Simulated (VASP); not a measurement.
Set up this calculation in VASP 6.6.1, as the native input.

* Task: relaxation of cell and atoms
* Functional: PBEsol
* Potentials or basis: VASP PAW PBE potentials, release 64 (Zn, O)
* Cutoff: 600 eV
* k mesh: 12 × 12 × 6
* Occupations: gaussian, width 0.02 eV
* Spin: no spin polarisation
* Dipole correction: no
* Further INCAR settings: ALGO = Normal; EDIFF = 1e-06; IBRION = 2; EDIFFG = -0.005; NSW = 100; ISIF = 3

The structure of ZnO lies in POSCAR:

```
ZnO
1.0
    3.2373510200      0.0000000000      0.0000000000
   -1.6186755100      2.8036282300      0.0000000000
    0.0000000000      0.0000000000      5.2220613000
Zn O
2 2
Direct
    0.6666666700      0.3333333300      0.5005917000
    0.3333333300      0.6666666700      0.0005917000
    0.6666666700      0.3333333300      0.8797183000
    0.3333333300      0.6666666700      0.3797183000
```

One way to write it, as run:

INCAR

```
PREC     = Accurate       # precision mode
ENCUT    = 600            # plane-wave cutoff, eV
EDIFF    = 1E-6           # SCF threshold, eV
ISMEAR   = 0              # smearing method
SIGMA    = 0.02           # smearing width, eV
LREAL    = F              # projectors in reciprocal space
LASPH    = T              # aspherical terms in the spheres
NELM     = 80             # most SCF steps
ALGO     = Normal         # electronic algorithm
ISIF     = 3              # what is computed and relaxed
LWAVE    = F              # write WAVECAR
LCHARG   = F              # write CHGCAR
GGA      = PS             # functional
IBRION   = 2              # ionic algorithm
NSW      = 100            # ionic steps
EDIFFG   = -0.005         # ionic threshold
```

KPOINTS

```
regular mesh
0
Gamma
  12 12 6
```

Potentials or basis: VASP PAW PBE potentials, release 64 (Zn, O).

Run with:

```bash
$ cat potpaw_PBE.64/Zn/POTCAR potpaw_PBE.64/O/POTCAR > POTCAR
$ mpirun -np 1 vasp_std > vasp.out
```

It gave:

```yaml
Relaxed_volume: 11.84 Å³/atom
Relaxed_cell: a = 3.236 Å, b = 3.236 Å, c = 5.222 Å, α = 90.00°, β = 90.00°, γ = 120.00°
Space_group_after_relaxing_to_0.1_Å: P6_3mc (No. 186)
Energy_gained_by_relaxing: 0.0 meV/atom
Ionic_steps: 2
Pressure_after_relaxing: 0.0 GPa
Largest_force_after_relaxing: 0.004 eV/Å
Band_gap_on_the_k_mesh: 0.68 eV
```

Caveat: the PAW data sets were made with another functional, which shifts forces and pressure a little.

Wall time 3.2 min on 1 thread of Intel Xeon 8259CL, with other jobs on the host, peak memory 0.23 GiB.
